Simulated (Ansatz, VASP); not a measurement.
Given: the input of a run of Ansatz 0.2.0 on GaN.

Contents of input.yaml:

```yaml
crystal:
  lattice:
    - [0.0, 2.283155332, 2.283155332]
    - [2.283155332, 0.0, 2.283155332]
    - [2.283155332, 2.283155332, 0.0]
  atoms:
    - { symbol: Ga, position: [0.0, 0.0, 0.0] }
    - { symbol: "N", position: [0.25, 0.25, 0.25] }
hamiltonian:
  xc: lda
  pseudopotentials: { kind: paw_fr }
magnetization:
  noncollinear: true
  spin_orbit: true
kpoints:
  mp_grid: { grid: [10, 10, 10] }
scf:
  occupations: { method: fermi_dirac, width: 0.05 }
output:
  forces: true
  stress: true
  eigenvalues: true
```

Potentials or basis: Ansatz PAW.

The run is started by

```sh
$ ansatz run input.yaml --threads 2 --pin off --max-ram 5120MiB --backend cpu --events-out ev --progress --plain --runs-dir out
```

Question: Set up the same calculation for VASP 6.6.1. Potentials there: VASP PAW LDA potentials, release 64 (Ga_d, N).

Answer: As run (the cutoff follows the program's own potentials):

INCAR

```
PREC = Accurate
ENCUT = 520
EDIFF = 1E-6
ISMEAR = -1
SIGMA = 0.05
LREAL = F
LASPH = T
NELM = 150
ALGO = Normal
ISIF = 2
LWAVE = F
LCHARG = F
LNONCOLLINEAR = T
MAGMOM = 0 0 0 0 0 0
LORBIT = 11
LSORBIT = T
GGA_COMPAT = F
LORBMOM = T
GGA = CA
NBANDS = 30
```

KPOINTS

```
regular mesh
0
Gamma
  10 10 10
```

File POSCAR:

```
GaN
1.0
    0.0000000000      2.2831553320      2.2831553320
    2.2831553320      0.0000000000      2.2831553320
    2.2831553320      2.2831553320      0.0000000000
Ga N
1 1
Direct
    0.0000000000      0.0000000000      0.0000000000
    0.2500000000      0.2500000000      0.2500000000
```

Potentials or basis: VASP PAW LDA potentials, release 64 (Ga_d, N).

The run is started by

```console
$ cat potpaw_LDA.64/Ga_d/POTCAR potpaw_LDA.64/N/POTCAR > POTCAR
$ mpirun -np 1 vasp_ncl > vasp.out
```

Both were run:

|  | VASP | Ansatz | Ansatz less VASP |
| --- | --- | --- | --- |
| pressure (GPa) | -12.2 | -12.7 | -0.53 |
| net moment per atom (μB) | 0.00 | 0.00 | 0.000 |

LDA's correlation is that of Perdew and Zunger in VASP and of Perdew and Wang (1992) in Ansatz.
